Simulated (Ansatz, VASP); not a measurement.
Two plane-wave programs on Ir3Rh

File INCAR:

```
PREC = Accurate ; ENCUT = 620
EDIFF = 1E-6 ; ISMEAR = 0
SIGMA = 0.05 ; LREAL = False
LASPH = True ; NELM = 120
ALGO = Normal ; ISIF = 2
LWAVE = False ; LCHARG = False
GGA = CA ; NBANDS = 42
GGA_COMPAT = False
```

Contents of KPOINTS:

```
regular mesh
0
Gamma
  10 10 10
```

Contents of POSCAR:

```
Ir3Rh
1.0
    3.8403358500      0.0000000000      0.0000000000
    0.0000000000      3.8403358500      0.0000000000
    0.0000000000      0.0000000000      3.8403358500
Ir Rh
3 1
Direct
    0.5000000000      0.0000000000      0.5000000000
    0.0000000000      0.5000000000      0.5000000000
    0.5000000000      0.5000000000      0.0000000000
    0.0000000000      0.0000000000      0.0000000000
```

Input for Ansatz:

```yaml
crystal:
  lattice:
    - [3.84033585, 0.0, 0.0]
    - [0.0, 3.84033585, 0.0]
    - [0.0, 0.0, 3.84033585]
  atoms:
    - { symbol: Ir, position: [0.5, 0.0, 0.5] }
    - { symbol: Ir, position: [0.0, 0.5, 0.5] }
    - { symbol: Ir, position: [0.5, 0.5, 0.0] }
    - { symbol: Rh, position: [0.0, 0.0, 0.0] }
basis:
  ecutwfc: 420
kpoints:
  mp_grid: { grid: [10, 10, 10] }
hamiltonian:
  xc: lda
scf:
  occupations: { method: gaussian, width: 0.05 }
output:
  forces: true
  eigenvalues: true
  eigenstates:
    nscf_kmesh: { grid: [30, 30, 30] }
    top_band: c6
    de_dk: true
    localisation: true
  stress: true
checkpoint:
  write: ck
  compress: false
  write_wavefunctions: false
  write_every: 100000
```

Alike in both runs: task single point; functional LDA; k mesh 10 × 10 × 10; occupations gaussian, width 0.05 eV; no spin polarisation.

```csv
,VASP,Ansatz
version,VASP 6.6.1,Ansatz 0.2.0
potentials or method,"VASP PAW LDA potentials, release 64 (Ir_sv_GW, Rh_sv_GW), cutoff 620 eV","scalar-relativistic, plane waves, PAW"
valence electrons in the cell,68,68
```

Ansatz gave:

```
pressure (GPa) : -12.3
```

What did VASP give for the same quantities?

Pressure (GPa): -11.7.

LDA's correlation is that of Perdew and Zunger in VASP and of Perdew and Wang (1992) in Ansatz.

Neither program's run includes spin-orbit coupling.
